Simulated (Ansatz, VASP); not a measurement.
**One calculation of Se, two programs**

```
CELL_PARAMETERS angstrom
-1.68805 1.68805 1.68805
1.68805 -1.68805 1.68805
1.68805 1.68805 -1.68805
ATOMIC_POSITIONS crystal
Se 0.00000 0.00000 0.00000
```

Alike in both runs: task single point; functional PBEsol; k mesh 15 × 15 × 15; occupations fermi-dirac, width 0.1 eV; no spin polarisation.

|  | VASP | Ansatz |
| --- | --- | --- |
| version | VASP 6.6.1 | Ansatz 0.2.0 |
| potentials or method | VASP PAW PBE potentials, release 64 (Se), cutoff 520 eV | plane waves (420 eV) with PAW, scalar-relativistic |
| valence electrons in the cell | 6 | 16 |

|  | VASP | Ansatz | Ansatz less VASP |
| --- | --- | --- | --- |
| pressure (GPa) | 0.5 | 0.4 | -0.09 |

VASP's potentials were made for PBE, not for PBEsol, and Ansatz warns of the same on its side. With one functional, cell and mesh, what is left measures potentials, basis and numerics. VASP's potentials hold 6 valence electrons a cell and Ansatz's 16, so a difference there can come from the potentials and not from the codes.
